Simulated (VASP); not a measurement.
# BP (rocksalt type) (Fm-3m) in VASP: further runs, part 2 of 2

VASP 6.6.1. The steps go on from the part before.

### 4 Single point, PBE

Contents of INCAR:

```
SYSTEM = BP
PREC     = Accurate       ! precision mode
ENCUT    = 500            ! plane-wave cutoff, eV
EDIFF    = 1E-6           ! SCF threshold, eV
ISMEAR   = -1             ! smearing method
SIGMA    = 0.05           ! smearing width, eV
LREAL    = .False.        ! projectors in reciprocal space
LASPH    = .True.         ! aspherical terms in the spheres
NELM     = 120            ! most SCF steps
ALGO     = Normal         ! electronic algorithm
ISIF     = 2              ! what is computed and relaxed
LWAVE    = .False.        ! write WAVECAR
LCHARG   = .False.        ! write CHGCAR
GGA      = PE             ! functional
NBANDS   = 11             ! bands
GGA_COMPAT= .False.
```

Contents of KPOINTS:

```
Automatic mesh
0
Gamma
  15 15 15
  0 0 0
```

Contents of POSCAR:

```
BP
1.0
    0.0000000000      2.1598320403      2.1598320403
    2.1598320403      0.0000000000      2.1598320403
    2.1598320403      2.1598320403      0.0000000000
B P
1 1
Direct
    0.0000000000      0.0000000000      0.0000000000
    0.5000000000      0.5000000000      0.5000000000
```

Potentials or basis: VASP PAW PBE potentials, release 64 (B, P).

Command:

```console
$ cat potpaw_PBE.64/B/POTCAR potpaw_PBE.64/P/POTCAR > POTCAR
$ mpirun -np 1 vasp_std > vasp.out
```

OUTCAR:

```text
SYSTEM = BP
   PREC = Accurate
   ENCUT = 500
   EDIFF = 1E-6
   ISMEAR = -1
   LREAL = .False.
   LASPH = .True.
   NELM = 120
   ISIF = 2
   GGA = PE

 ion  position               nearest neighbor table
   1  0.000  0.000  0.000-   2 2.16   2 2.16   2 2.16   2 2.16   2 2.16   2 2.16
   2  0.500  0.500  0.500-   1 2.16   1 2.16   1 2.16   1 2.16   1 2.16   1 2.16

  LATTYP: Found a face centered cubic cell.
 ALAT       =     4.3196640806

  Lattice vectors:

 A1 = (   0.0000000000,   2.1598320403,   2.1598320403)
 A2 = (   2.1598320403,   0.0000000000,   2.1598320403)
 A3 = (   2.1598320403,   2.1598320403,   0.0000000000)

Analysis of symmetry for initial positions (statically):
=====================================================================
 Subroutine PRICEL returns:
 Original cell was already a primitive cell.

 Routine SETGRP: Setting up the symmetry group for a
 face centered cubic supercell.

 Subroutine GETGRP returns: Found 48 space group operations
 (whereof 48 operations were pure point group operations)
 out of a pool of 48 trial point group operations.

The static configuration has the point symmetry O_h .

Analysis of symmetry for dynamics (positions and initial velocities):
=====================================================================
 Subroutine PRICEL returns:
 Original cell was already a primitive cell.

 Routine SETGRP: Setting up the symmetry group for a
 face centered cubic supercell.

 Subroutine GETGRP returns: Found 48 space group operations
 (whereof 48 operations were pure point group operations)
 out of a pool of 48 trial point group operations.

The dynamic configuration has the point symmetry O_h .

 Subroutine INISYM returns: Found 48 space group operations
 (whereof 48 operations are pure point group operations),
 and found     1 'primitive' translations

----------------------------------------------------------------------------------------

                                     Primitive cell

  volume of cell :      20.1507

  direct lattice vectors                    reciprocal lattice vectors
     0.000000000  2.159832040  2.159832040    -0.231499483  0.231499483  0.231499483
     2.159832040  0.000000000  2.159832040     0.231499483 -0.231499483  0.231499483
     2.159832040  2.159832040  0.000000000     0.231499483  0.231499483 -0.231499483

  length of vectors
     3.054463764  3.054463764  3.054463764     0.400968866  0.400968866  0.400968866

  position of ions in fractional coordinates (direct lattice)
     0.000000000  0.000000000  0.000000000
     0.500000000  0.500000000  0.500000000

  ion indices of the primitive-cell ions
   primitive index   ion index
                 1           1
                 2           2

----------------------------------------------------------------------------------------

 KPOINTS: Automatic mesh

Automatic generation of k-mesh.
 Grid dimensions read from file:
 generate k-points for:   15   15   15

 Generating k-lattice:

  Cartesian coordinates                     Fractional coordinates (reciprocal lattice)
    -0.015433299  0.015433299  0.015433299     0.066666667  0.000000000  0.000000000
     0.015433299 -0.015433299  0.015433299     0.000000000  0.066666667  0.000000000
     0.015433299  0.015433299 -0.015433299     0.000000000  0.000000000  0.066666667

  Length of vectors
     0.026731258  0.026731258  0.026731258

  Shift w.r.t. Gamma in fractional coordinates (k-lattice)
     0.000000000  0.000000000  0.000000000

 Subroutine IBZKPT returns following result:
 ===========================================

 Found    120 irreducible k-points:

 Following reciprocal coordinates:
            Coordinates               Weight
  0.000000  0.000000  0.000000      1.000000
  0.066667  0.000000  0.000000      8.000000
  0.133333  0.000000  0.000000      8.000000
  0.200000  0.000000  0.000000      8.000000
  0.266667  0.000000  0.000000      8.000000
  0.333333  0.000000  0.000000      8.000000
[... 16 lines left out ...]
  0.133333  0.133333  0.000000      6.000000
  0.200000  0.133333  0.000000     24.000000
 [... further k-points ...]
   k-points           NKPTS =    120   k-points in BZ     NKDIM =    120   number of bands    NBANDS=     11
   number of dos      NEDOS =    301   number of ions     NIONS =      2
   total plane-waves  NPLWV =  13824
   dimension x,y,z NGX =    24 NGY =   24 NGZ =   24
   dimension x,y,z NGXF=    48 NGYF=   48 NGZF=   48
   ions per type =               1   1
   NGX,Y,Z   is equivalent  to a cutoff of  13.06, 13.06, 13.06 a.u.
   NGXF,Y,Z  is equivalent  to a cutoff of  26.13, 26.13, 26.13 a.u.
 SYSTEM =  BP
   PREC   = accura    normal or accurate (medium, high low for compatibility)
   ISTART =      0    job   : 0-new  1-cont  2-samecut
   ICHARG =      2    charge: 1-file 2-atom 10-const
   ISPIN  =      1    spin polarized calculation?
   LNONCOLLINEAR =      F non collinear calculations
   LSORBIT =      F    spin-orbit coupling
   LASPH  =      T    aspherical Exc in radial PAW
   ENCUT  =  500.0 eV  36.75 Ry    6.06 a.u.   5.57  5.57  5.57*2*pi/ulx,y,z
   NELM   =    120;   NELMIN=  2; NELMDL= -5     # of ELM steps
   EDIFF  = 0.1E-05   stopping-criterion for ELM
   LREAL  =      F    real-space projection
   EDIFFG = 0.1E-04   stopping-criterion for IOM
   NSW    =      0    number of steps for IOM
   IBRION =     -1    ionic relax: 0-MD 1-quasi-New 2-CG
   NFREE  =      0    steps in history (QN), initial steepest desc. (CG)
   ISIF   =      2    stress and relaxation
   ISYM   =      2    0-nonsym 1-usesym 2-fastsym
   POTIM  = 0.5000    time-step for ionic-motion
   TEBEG  =    0.0;   TEEND  =   0.0 temperature during run
   PSTRESS=    0.0 pullay stress
   NELECT =       8.0000    total number of electrons
   NUPDOWN=      -1.0000    fix difference up-down
   EMIN   =  10.00;   EMAX   =-10.00  energy-range for DOS
   EFERMI =   0.00;   METHOD = LEGACY
   ISMEAR =    -1;   SIGMA  =   0.05  broadening in eV -4-tet -1-fermi 0-gaus
   EFERMI_NEDOS =   21; number of points for ismear=-14 and -15
   IALGO  =     38    algorithm
   IMIX   =      4    mixing-type and parameters
     AMIX     =   0.40;   BMIX     =  1.00
     AMIX_MAG =   1.60;   BMIX_MAG =  1.00
  volume/ion in A,a.u.               =      10.08        67.99
  Fermi-wavevector in a.u.,A,eV,Ry     =   1.203210  2.273738 19.697356  1.447715
  Thomas-Fermi vector in A             =   2.338970
   LORBIT       =      0    0 simple, 1 ext, 2 COOP (PROOUT), +10 PAW based schemes
   GGA     = PE    functional components
   LHFCALC =     F    Hartree Fock is set to
   AEXX    =    0.0000 exact exchange contribution
   IVDW    =     0    specifies the selected vdW correction
   LEPSILON=     F    determine dielectric tensor
   LRPA    =     F    only Hartree local field effects (RPA)
 non-spin polarized calculation
  energy-cutoff  :      500.00
  volume of cell :       20.15
 maximum number of plane-waves:       533
   NGX = 11   NGY = 11   NGZ = 11

 number of electron       7.9999999 magnetization

 Free energy of the ion-electron system (eV)
  ---------------------------------------------------
  ext. energy  EPLUGINS =         0.00000000
  ---------------------------------------------------
  free energy    TOTEN  =       -10.80174932 eV

  energy without entropy =      -10.79466522  energy(sigma->0) =      -10.79820727

 E-fermi :   9.6855     XC(G=0): -11.9419

 val. band max:        9.6832429119   @ k =   0.0667   0.0000   0.0000
 cond. band min:       9.6886896675   @ k =   0.1333   0.0667   0.0000
 fundamental gap:      0.0054467555
 Fermi energy:         9.6855406865

 k-point     1 :       0.0000    0.0000    0.0000
  band No.  band energies     occupation
      1      -7.2061      2.00000
      2       9.7130      0.73210
      3       9.7130      0.73210
      4       9.7130      0.73210
      5      16.2168      0.00000
      6      17.6284      0.00000
      7      17.6284      0.00000
      8      17.6284      0.00000
      9      18.3246      0.00000
     10      18.3246      0.00000
     11      18.3246      0.00000
[... 309 lines left out ...]
 k-point    24 :       0.2000    0.1333    0.0000
  band No.  band energies     occupation
      1      -6.3553      2.00000
      2       7.2176      2.00000
      3       8.1749      2.00000
      4       9.2608      1.99959
      5      12.1283      0.00000
      6      15.7717      0.00000
      7      17.9971      0.00000
      8      18.1657      0.00000
      9      18.8207      0.00000
     10      20.8260      0.00000
     11      20.9073      0.00000

 [... further k-points ...]

------------------------ aborting loop because EDIFF is reached ----------------------------------------

  FORCE on cell =-STRESS in cart. coord.  units (eV):
  Direction    XX          YY          ZZ          XY          YZ          ZX
  --------------------------------------------------------------------------------------
  -------------------------------------------------------------------------------------
  Total        0.0017647      0.0017647      0.0017647     -0.0000000     -0.0000000     -0.0000000
  in kB        0.1403082      0.1403082      0.1403082     -0.0000000     -0.0000000     -0.0000000
  external PRESSURE =       0.1403082 kB  Pullay stress =       0.0000000 kB

 VOLUME and BASIS-vectors are now :
 -----------------------------------------------------------------------------
  energy-cutoff  :      500.00
  volume of cell :       20.15
      direct lattice vectors                 reciprocal lattice vectors
     0.000000000  2.159832040  2.159832040    -0.231499483  0.231499483  0.231499483
     2.159832040  0.000000000  2.159832040     0.231499483 -0.231499483  0.231499483
     2.159832040  2.159832040  0.000000000     0.231499483  0.231499483 -0.231499483

 POSITION                                       TOTAL-FORCE (eV/Angst)
 -----------------------------------------------------------------------------------
      0.00000      0.00000      0.00000         0.000000      0.000000      0.000000
      2.15983      2.15983      2.15983        -0.000000     -0.000000      0.000000
 -----------------------------------------------------------------------------------
    total drift:                                0.000000     -0.000000     -0.000000

  FREE ENERGIE OF THE ION-ELECTRON SYSTEM (eV)
  ---------------------------------------------------
  free  energy   TOTEN  =       -10.8017493241 eV

  energy  without entropy=      -10.7946652225  energy(sigma->0) =      -10.79820727
```

Run time: 23 s. Hardware: 1 thread of Intel Xeon 8259CL, shared host; peak memory 0.15 GiB.

Results:

```
Free energy            : -10.8017 eV
Pressure               : 0.0 GPa
Band gap on the k mesh : zero (bands 4 and 5 overlap by 4.19 eV)
```

### 5 Single point, PBE

Contents of INCAR:

```
ALGO = Normal
EDIFF = 1E-6
ENCUT = 500
GGA = PE
GGA_COMPAT = F
ISIF = 2
ISMEAR = -1
LASPH = T
LCHARG = T
LELF = T
LREAL = F
LVHAR = T
LWAVE = F
NBANDS = 11
NELM = 120
PREC = Accurate
SIGMA = 0.05
```

Contents of KPOINTS:

```
k-points
0
Gamma
  16 16 16
```

Contents of POSCAR:

```
BP
1.0
    0.0000000000      2.1597423707      2.1597423707
    2.1597423707      0.0000000000      2.1597423707
    2.1597423707      2.1597423707      0.0000000000
B P
1 1
Direct
    0.0000000000      0.0000000000      0.0000000000
    0.5000000000      0.5000000000      0.5000000000
```

Potentials or basis: VASP PAW PBE potentials, release 64 (B, P).

Command:

```console
$ cat potpaw_PBE.64/B/POTCAR potpaw_PBE.64/P/POTCAR > POTCAR
$ mpirun -np 1 vasp_std > vasp.out
```

OUTCAR:

```text
EDIFF = 1E-6
   ENCUT = 500
   GGA = PE
   ISIF = 2
   ISMEAR = -1
   LASPH = T
   LREAL = F
   NELM = 120
   PREC = Accurate

 ion  position               nearest neighbor table
   1  0.000  0.000  0.000-   2 2.16   2 2.16   2 2.16   2 2.16   2 2.16   2 2.16
   2  0.500  0.500  0.500-   1 2.16   1 2.16   1 2.16   1 2.16   1 2.16   1 2.16

  LATTYP: Found a face centered cubic cell.
 ALAT       =     4.3194847414

  Lattice vectors:

[... 520 lines left out ...]

 [... further k-points ...]

------------------------ aborting loop because EDIFF is reached ----------------------------------------

  FORCE on cell =-STRESS in cart. coord.  units (eV):
  Direction    XX          YY          ZZ          XY          YZ          ZX
  --------------------------------------------------------------------------------------
  -------------------------------------------------------------------------------------
  Total       -0.0260598     -0.0260598     -0.0260598     -0.0000000     -0.0000000      0.0000000
  in kB       -2.0722641     -2.0722641     -2.0722641     -0.0000000     -0.0000000      0.0000000
  external PRESSURE =      -2.0722641 kB  Pullay stress =       0.0000000 kB

 VOLUME and BASIS-vectors are now :
 -----------------------------------------------------------------------------
  energy-cutoff  :      500.00
  volume of cell :       20.15
      direct lattice vectors                 reciprocal lattice vectors
     0.000000000  2.159742371  2.159742371    -0.231509094  0.231509094  0.231509094
     2.159742371  0.000000000  2.159742371     0.231509094 -0.231509094  0.231509094
     2.159742371  2.159742371  0.000000000     0.231509094  0.231509094 -0.231509094

 POSITION                                       TOTAL-FORCE (eV/Angst)
 -----------------------------------------------------------------------------------
      0.00000      0.00000      0.00000         0.000000     -0.000000      0.000000
      2.15974      2.15974      2.15974        -0.000000      0.000000     -0.000000
 -----------------------------------------------------------------------------------
    total drift:                                0.000000     -0.000000     -0.000000

  FREE ENERGIE OF THE ION-ELECTRON SYSTEM (eV)
  ---------------------------------------------------
  free  energy   TOTEN  =       -10.8075784475 eV

  energy  without entropy=      -10.8023475573  energy(sigma->0) =      -10.80496300
```

Run time: 26 s. Hardware: 1 thread of Intel Xeon 8259CL, shared host; peak memory 0.15 GiB.

What came out:

```
Free energy            : -10.8076 eV
Pressure               : -0.2 GPa
Band gap on the k mesh : zero (bands 4 and 5 overlap by 4.14 eV)
```
